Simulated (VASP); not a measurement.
Write the native input for VASP 6.6.1 that does the following.

```
Task                   : single point
Functional             : PBE
Potentials or basis    : VASP PAW PBE potentials, release 64 (Cd, Te)
Cutoff                 : 520 eV
k mesh                 : 6 × 6 × 6
Occupations            : gaussian, width 0.1 eV
Spin                   : no spin polarisation
Dipole correction      : no
Further INCAR settings : ALGO = Fast; EDIFF = 1e-06; NBANDS = 35
```

The structure of Cd4Te lies in POSCAR:

```
Cd4Te
1.0
    5.8182983527      0.0000000000      0.0000000000
    0.0000000000      5.8182983527      0.0000000000
    0.0000000000      0.0000000000      5.8182983527
Cd Te
4 1
Direct
    0.0000000000      0.5000000000      0.5000000000
    0.5000000000      0.0000000000      0.5000000000
    0.5000000000      0.5000000000      0.0000000000
    0.0000000000      0.0000000000      0.0000000000
    0.5000000000      0.5000000000      0.5000000000
```

The cell was built from a structure type or drawn by symmetry, and may not be a known phase.

One way to write it, as run:

INCAR

```
SYSTEM = Cd4Te
PREC = Accurate ; ENCUT = 520
EDIFF = 1E-6 ; ISMEAR = 0
SIGMA = 0.1 ; LREAL = .False.
LASPH = .True. ; NELM = 60
ALGO = Fast ; ISIF = 2
LWAVE = .False. ; LCHARG = .True.
GGA = PE ; LELF = .True.
LVHAR = .True. ; NBANDS = 35
```

KPOINTS

```
Automatic mesh
0
Gamma
  6 6 6
  0 0 0
```

Potentials or basis: VASP PAW PBE potentials, release 64 (Cd, Te).

Run with:

```console
$ cat potpaw_PBE.64/Cd/POTCAR potpaw_PBE.64/Te/POTCAR > POTCAR
$ mpirun -np 1 vasp_std > vasp.out
```

It gave:

| Quantity | Value |
| --- | --- |
| Pressure | 0.1 GPa |
| Band gap on the k mesh | zero (bands 27 and 28 overlap by 1.70 eV) |

Caveat: spin-orbit coupling is left out, which moves the levels of the heavy elements.

It took 84 s on 1 thread of AMD EPYC 9R45 96-Core Processor (Zen 5), with other jobs on the host, peak memory 0.36 GiB.
